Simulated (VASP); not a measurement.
# BN (hexagonal boron nitride) (P6_3/mmc) in VASP: a series of runs

Runs on BN (hexagonal boron nitride). Level: LDA. Tasks: single point, relaxation of cell and atoms.

Program: VASP 6.6.1. These are calculated values, not measurements. Logs are shortened: lines on timing, memory, paths and dates and some standing lists are left out, and cuts for length are marked.

## (1) The cell of the first run

Symmetry: P6_3/mmc, No. 194, hexagonal system. The conventional cell has a = 2.489 Å, b = 2.489 Å, c = 6.493 Å, α = 90.00°, β = 90.00°, γ = 120.00°. B (site symmetry -6m2) has 3 N at 1.44 Å within 1.9 Å. Within 1.9 Å of N (site symmetry -6m2) lie 3 B at 1.44 Å.

## (2) Single point, LDA

INCAR

```
SYSTEM = BN
  PREC = Accurate
  ENCUT = 520
  EDIFF = 1E-6
  ISMEAR = 0
  SIGMA = 0.01
  LREAL = .FALSE.
  LASPH = .TRUE.
  NELM = 100
  ALGO = Normal
  ISIF = 2
  LWAVE = .FALSE.
  LCHARG = .FALSE.
  GGA = CA
  NBANDS = 16
```

KPOINTS

```
regular mesh
0
G
  12 12 4
  0 0 0
```

POSCAR

```
BN
1.0
    2.4890389570      0.0000000000      0.0000000000
   -1.2445194785      2.1555709678      0.0000000000
    0.0000000000      0.0000000000      6.4926034150
B N
2 2
Direct
    0.3333333333      0.6666666667      0.2500000000
    0.6666666667      0.3333333333      0.7500000000
    0.6666666667      0.3333333333      0.2500000000
    0.3333333333      0.6666666667      0.7500000000
```

Potentials or basis: VASP PAW LDA potentials, release 64 (B, N).

Launch:

```
> cat potpaw_LDA.64/B/POTCAR potpaw_LDA.64/N/POTCAR > POTCAR
> mpirun -np 1 vasp_std > vasp.out
```

OUTCAR:

```text
SYSTEM = BN
   PREC = Accurate
   ENCUT = 520
   EDIFF = 1E-6
   ISMEAR = 0
   LREAL = .FALSE.
   LASPH = .TRUE.
   NELM = 100
   ISIF = 2
   GGA = CA

 ion  position               nearest neighbor table
   1  0.333  0.667  0.250-   3 1.44   3 1.44   3 1.44
   2  0.667  0.333  0.750-   4 1.44   4 1.44   4 1.44
   3  0.667  0.333  0.250-   1 1.44   1 1.44   1 1.44
   4  0.333  0.667  0.750-   2 1.44   2 1.44   2 1.44

  LATTYP: Found a hexagonal cell.
 ALAT       =     2.4890389570
 C/A-ratio  =     2.6084780219

  Lattice vectors:

 A1 = (   2.4890389570,   0.0000000000,   0.0000000000)
 A2 = (  -1.2445194785,   2.1555709678,   0.0000000000)
 A3 = (   0.0000000000,   0.0000000000,   6.4926034150)

Analysis of symmetry for initial positions (statically):
=====================================================================
 Subroutine PRICEL returns:
 Original cell was already a primitive cell.

 Routine SETGRP: Setting up the symmetry group for a
 hexagonal supercell.

 Subroutine GETGRP returns: Found 24 space group operations
 (whereof 12 operations were pure point group operations)
 out of a pool of 24 trial point group operations.

The static configuration has the point symmetry D_3d.
 The point group associated with its full space group is D_6h.

Analysis of symmetry for dynamics (positions and initial velocities):
=====================================================================
 Subroutine PRICEL returns:
 Original cell was already a primitive cell.

 Routine SETGRP: Setting up the symmetry group for a
 hexagonal supercell.

 Subroutine GETGRP returns: Found 24 space group operations
 (whereof 12 operations were pure point group operations)
 out of a pool of 24 trial point group operations.

The dynamic configuration has the point symmetry D_3d.
 The point group associated with its full space group is D_6h.

 Subroutine INISYM returns: Found 24 space group operations
 (whereof 12 operations are pure point group operations),
 and found     1 'primitive' translations

----------------------------------------------------------------------------------------

                                     Primitive cell

  volume of cell :      34.8348

  direct lattice vectors                    reciprocal lattice vectors
     2.489038957  0.000000000  0.000000000     0.401761490  0.231957104  0.000000000
    -1.244519478  2.155570968  0.000000000     0.000000000  0.463914209  0.000000000
     0.000000000  0.000000000  6.492603415     0.000000000  0.000000000  0.154021420

  length of vectors
     2.489038957  2.489038957  6.492603415     0.463914209  0.463914209  0.154021420

  position of ions in fractional coordinates (direct lattice)
     0.333333333  0.666666667  0.250000000
     0.666666667  0.333333333  0.750000000
     0.666666667  0.333333333  0.250000000
     0.333333333  0.666666667  0.750000000

  ion indices of the primitive-cell ions
   primitive index   ion index
                 1           1
                 2           2
                 3           3
                 4           4

----------------------------------------------------------------------------------------

 KPOINTS: regular mesh

Automatic generation of k-mesh.
 Grid dimensions read from file:
 generate k-points for:   12   12    4

 Generating k-lattice:

  Cartesian coordinates                     Fractional coordinates (reciprocal lattice)
     0.033480124  0.019329759  0.000000000     0.083333333  0.000000000  0.000000000
     0.000000000  0.038659517  0.000000000     0.000000000  0.083333333  0.000000000
     0.000000000  0.000000000  0.038505355     0.000000000  0.000000000  0.250000000

  Length of vectors
     0.038659517  0.038659517  0.038505355

  Shift w.r.t. Gamma in fractional coordinates (k-lattice)
     0.000000000  0.000000000  0.000000000

 Subroutine IBZKPT returns following result:
 ===========================================

 Found     57 irreducible k-points:

 Following reciprocal coordinates:
            Coordinates               Weight
  0.000000  0.000000  0.000000      1.000000
  0.083333  0.000000  0.000000      6.000000
  0.166667 -0.000000  0.000000      6.000000
  0.250000 -0.000000  0.000000      6.000000
  0.333333 -0.000000  0.000000      6.000000
  0.416667 -0.000000  0.000000      6.000000
[... 16 lines left out ...]
  0.250000 -0.000000  0.250000     12.000000
  0.333333 -0.000000  0.250000     12.000000
 [... further k-points ...]
   k-points           NKPTS =     57   k-points in BZ     NKDIM =     57   number of bands    NBANDS=     16
   number of dos      NEDOS =    301   number of ions     NIONS =      4
   total plane-waves  NPLWV =  19200
   dimension x,y,z NGX =    20 NGY =   20 NGZ =   48
   dimension x,y,z NGXF=    40 NGYF=   40 NGZF=   96
   ions per type =               2   2
   NGX,Y,Z   is equivalent  to a cutoff of  13.36, 13.36, 12.29 a.u.
   NGXF,Y,Z  is equivalent  to a cutoff of  26.72, 26.72, 24.58 a.u.
 SYSTEM =  BN
   PREC   = accura    normal or accurate (medium, high low for compatibility)
   ISTART =      0    job   : 0-new  1-cont  2-samecut
   ICHARG =      2    charge: 1-file 2-atom 10-const
   ISPIN  =      1    spin polarized calculation?
   LNONCOLLINEAR =      F non collinear calculations
   LSORBIT =      F    spin-orbit coupling
   LASPH  =      T    aspherical Exc in radial PAW
   ENCUT  =  520.0 eV  38.22 Ry    6.18 a.u.   4.63  4.63 12.07*2*pi/ulx,y,z
   NELM   =    100;   NELMIN=  2; NELMDL= -5     # of ELM steps
   EDIFF  = 0.1E-05   stopping-criterion for ELM
   LREAL  =      F    real-space projection
   EDIFFG = 0.1E-04   stopping-criterion for IOM
   NSW    =      0    number of steps for IOM
   IBRION =     -1    ionic relax: 0-MD 1-quasi-New 2-CG
   NFREE  =      0    steps in history (QN), initial steepest desc. (CG)
   ISIF   =      2    stress and relaxation
   ISYM   =      2    0-nonsym 1-usesym 2-fastsym
   POTIM  = 0.5000    time-step for ionic-motion
   TEBEG  =    0.0;   TEEND  =   0.0 temperature during run
   PSTRESS=    0.0 pullay stress
   NELECT =      16.0000    total number of electrons
   NUPDOWN=      -1.0000    fix difference up-down
   EMIN   =  10.00;   EMAX   =-10.00  energy-range for DOS
   EFERMI =   0.00;   METHOD = LEGACY
   ISMEAR =     0;   SIGMA  =   0.01  broadening in eV -4-tet -1-fermi 0-gaus
   EFERMI_NEDOS =   21; number of points for ismear=-14 and -15
   IALGO  =     38    algorithm
   IMIX   =      4    mixing-type and parameters
     AMIX     =   0.40;   BMIX     =  1.00
     AMIX_MAG =   1.60;   BMIX_MAG =  1.00
  volume/ion in A,a.u.               =       8.71        58.77
  Fermi-wavevector in a.u.,A,eV,Ry     =   1.263118  2.386947 21.707641  1.595467
  Thomas-Fermi vector in A             =   2.396491
   LORBIT       =      0    0 simple, 1 ext, 2 COOP (PROOUT), +10 PAW based schemes
   GGA     = CA    functional components
   LHFCALC =     F    Hartree Fock is set to
   AEXX    =    0.0000 exact exchange contribution
   IVDW    =     0    specifies the selected vdW correction
   LEPSILON=     F    determine dielectric tensor
   LRPA    =     F    only Hartree local field effects (RPA)
 non-spin polarized calculation
 Gauss-broadening in eV      SIGMA  =   0.01
  energy-cutoff  :      520.00
  volume of cell :       34.83
 maximum number of plane-waves:       961
 NGX is ok and might be reduce to    20
   NGX =  9   NGY =  9   NGZ = 25

 number of electron      16.0000002 magnetization

 Free energy of the ion-electron system (eV)
  ---------------------------------------------------
  ext. energy  EPLUGINS =         0.00000000
  ---------------------------------------------------
  free energy    TOTEN  =       -38.58050222 eV

  energy without entropy =      -38.58050222  energy(sigma->0) =      -38.58050222

 E-fermi :   2.4849     XC(G=0): -10.6993

 val. band max:        2.4329593569   @ k =   0.3333   0.2500   0.0000
 cond. band min:       6.4840018757   @ k =   0.5000  -0.0000   0.0000
 fundamental gap:      4.0510425188
 Fermi energy:         2.4849373192

 k-point     1 :       0.0000    0.0000    0.0000
  band No.  band energies     occupation
      1     -15.3086      2.00000
      2     -14.9382      2.00000
      3      -4.1106      2.00000
      4      -1.6623      2.00000
      5       1.0927      2.00000
      6       1.0927      2.00000
[... 8 lines left out ...]
     15      15.1654      0.00000
     16      15.4960      0.00000

 k-point     2 :       0.0833    0.0000    0.0000
  band No.  band energies     occupation
      1     -15.1701      2.00000
      2     -14.8055      2.00000
      3      -3.9196      2.00000
      4      -1.4923      2.00000
      5       0.5401      2.00000
      6       0.5825      2.00000
[... 8 lines left out ...]
     15      14.9768      0.00000
     16      15.5968      0.00000

 k-point     3 :       0.1667   -0.0000    0.0000
  band No.  band energies     occupation
      1     -14.7622      2.00000
      2     -14.4150      2.00000
      3      -3.3530      2.00000
      4      -0.9930      2.00000
      5      -0.8697      2.00000
      6      -0.8171      2.00000
[... 8 lines left out ...]
     15      16.3582      0.00000
     16      16.6344      0.00000

 k-point     4 :       0.2500   -0.0000    0.0000
  band No.  band energies     occupation
      1     -14.1098      2.00000
      2     -13.7932      2.00000
      3      -2.6732      2.00000
      4      -2.5943      2.00000
      5      -2.4347      2.00000
      6      -0.5706      2.00000
[... 8 lines left out ...]
     15      17.8481      0.00000
     16      18.5195      0.00000
[... 324 lines left out ...]
 k-point    22 :       0.1667   -0.0000    0.2500
  band No.  band energies     occupation
      1     -14.7145      2.00000
      2     -14.4692      2.00000
      3      -3.0707      2.00000
      4      -1.4476      2.00000
      5      -0.8553      2.00000
      6      -0.7977      2.00000
[... 8 lines left out ...]
     15      16.2391      0.00000
     16      16.3369      0.00000

 k-point    23 :       0.2500   -0.0000    0.2500
  band No.  band energies     occupation
      1     -14.0660      2.00000
      2     -13.8423      2.00000
      3      -2.6897      2.00000
      4      -2.6152      2.00000
      5      -2.1299      2.00000
      6      -0.5906      2.00000
[... 8 lines left out ...]
     15      18.5372      0.00000
     16      18.6331      0.00000

 k-point    24 :       0.3333   -0.0000    0.2500
  band No.  band energies     occupation
      1     -13.2393      2.00000
      2     -13.0507      2.00000
      3      -4.4708      2.00000
      4      -4.3969      2.00000
      5      -1.2003      2.00000
      6      -1.1469      2.00000
[... 8 lines left out ...]
     15      19.2365      0.00000
     16      21.1503      0.00000

 [... further k-points ...]

------------------------ aborting loop because EDIFF is reached ----------------------------------------

  FORCE on cell =-STRESS in cart. coord.  units (eV):
  Direction    XX          YY          ZZ          XY          YZ          ZX
  --------------------------------------------------------------------------------------
  -------------------------------------------------------------------------------------
  Total        0.1583169      0.1583169     -0.0421631      0.0000000     -0.0000000      0.0000000
  in kB        7.2815689      7.2815689     -1.9392330      0.0000000     -0.0000000      0.0000000
  external PRESSURE =       4.2079682 kB  Pullay stress =       0.0000000 kB

 VOLUME and BASIS-vectors are now :
 -----------------------------------------------------------------------------
  energy-cutoff  :      520.00
  volume of cell :       34.83
      direct lattice vectors                 reciprocal lattice vectors
     2.489038957  0.000000000  0.000000000     0.401761490  0.231957104  0.000000000
    -1.244519478  2.155570968  0.000000000     0.000000000  0.463914209  0.000000000
     0.000000000  0.000000000  6.492603415     0.000000000  0.000000000  0.154021420

 POSITION                                       TOTAL-FORCE (eV/Angst)
 -----------------------------------------------------------------------------------
     -0.00000      1.43705      1.62315         0.000000      0.000000      0.000000
      1.24452      0.71852      4.86945        -0.000000      0.000000      0.000000
      1.24452      0.71852      1.62315         0.000000     -0.000000      0.000000
     -0.00000      1.43705      4.86945        -0.000000     -0.000000      0.000000
 -----------------------------------------------------------------------------------
    total drift:                               -0.000000      0.000000      0.000000

  FREE ENERGIE OF THE ION-ELECTRON SYSTEM (eV)
  ---------------------------------------------------
  free  energy   TOTEN  =       -38.5805022239 eV

  energy  without entropy=      -38.5805022239  energy(sigma->0) =      -38.58050222
```

Run time: 41 s. Hardware: 1 thread of Intel Xeon 8259CL, shared host; peak memory 0.14 GiB.

What came out:

| Property | Result |
| --- | --- |
| Free energy | -38.5805 eV |
| Pressure | 0.4 GPa |
| Band gap on the k mesh | 4.05 eV, indirect (least direct gap 4.47 eV) |

A k mesh can miss the band edges. Expect the measured gap to be larger: semilocal functionals such as LDA lack the derivative discontinuity.

## (3) Relaxation of cell and atoms, LDA

This run uses another cell than the first one, of 9.04 Å³/atom, 1.038 times its volume.

INCAR

```
ALGO = Normal
EDIFF = 1E-6
EDIFFG = -0.002
ENCUT = 600
IBRION = 2
ISIF = 3
ISMEAR = 0
LASPH = T
LCHARG = F
LREAL = F
LWAVE = F
NELM = 80
NSW = 80
PREC = Accurate
SIGMA = 0.01
```

KPOINTS

```
k-points
0
Gamma
  12 12 4
```

POSCAR

```
BN
1.0
    2.5040000000      0.0000000000      0.0000000000
   -1.2520000000      2.1685276111      0.0000000000
    0.0000000000      0.0000000000      6.6610000000
B N
2 2
Direct
    0.3333333333      0.6666666667      0.2500000000
    0.6666666667      0.3333333333      0.7500000000
    0.6666666667      0.3333333333      0.2500000000
    0.3333333333      0.6666666667      0.7500000000
```

Potentials or basis: VASP PAW LDA potentials, release 64 (B, N).

Launch:

```
> cat potpaw_LDA.64/B/POTCAR potpaw_LDA.64/N/POTCAR > POTCAR
> mpirun -np 1 vasp_std > vasp.out
```

Run time: 4.3 min. Hardware: 1 thread of Intel Xeon 8259CL, shared host; peak memory 0.15 GiB.

The run converged. Its results:

```
Free energy                            : -38.5880 eV
Relaxed volume                         : 8.63 Å³/atom
Relaxed cell                           : a = 2.490 Å, b = 2.490 Å, c = 6.430 Å, α = 90.00°, β = 90.00°, γ = 120.00°
Space group after relaxing (to 0.05 Å) : P6_3/mmc (No. 194)
Energy gained by relaxing              : 2.8 meV/atom
Ionic steps                            : 12
Pressure after relaxing                : 0.0 GPa
Band gap on the k mesh                 : 4.03 eV, indirect (least direct gap 4.43 eV)
```

Step by step:
| step | energy change (eV) | largest force (eV/Å) | pressure (GPa) | volume (Å³) |
| --- | --- | --- | --- | --- |
| 1 | 0.0000 | 0.0000 | -4.31 | 36.17 |
| 2 | 0.0222 | 0.0000 | 8.25 | 34.91 |
| 3 | -0.0078 | 0.0000 | -0.29 | 35.74 |
| 4 | -0.0078 | 0.0000 | -0.20 | 35.73 |
| 5 | -0.0082 | 0.0000 | -0.17 | 35.66 |
| 6 | -0.0092 | 0.0000 | -0.15 | 35.45 |
| 7 | -0.0106 | 0.0000 | -0.07 | 35.02 |
| 8 | -0.0109 | 0.0000 | 0.18 | 34.18 |
| 9 | -0.0113 | 0.0000 | 0.05 | 34.56 |
| 10 | -0.0113 | 0.0000 | 0.07 | 34.52 |
| 11 | -0.0111 | 0.0000 | -0.64 | 34.59 |
| 12 | -0.0113 | 0.0000 | 0.00 | 34.53 |

Final structure:
```
B N
1.0
     2.49017    0.00000    0.00000
    -1.24508    2.15655    0.00000
     0.00000    0.00000    6.43004
B N
2 2
Direct
  0.33333 0.66667 0.25000
  0.66667 0.33333 0.75000
  0.66667 0.33333 0.25000
  0.33333 0.66667 0.75000
```

Levels at points of the mesh, in eV from the valence-band top:
```
           k point  band 5  band 6  band 7  band 8  band 9  band 10  band 11  band 12
(0.00, 0.00, 0.00)   -1.35   -1.35   -1.30   -1.30    5.14    10.47    11.52    11.52
(0.50, 0.00, 0.00)   -4.22   -4.13   -1.64   -0.40    4.03     5.68     9.63    10.06
(0.00, 0.00, 0.50)   -1.33   -1.33   -1.33   -1.33    7.76     7.76    11.60    11.60
(0.50, 0.00, 0.50)   -4.18   -4.18   -0.99   -0.99    4.55     4.55    10.07    10.07
```
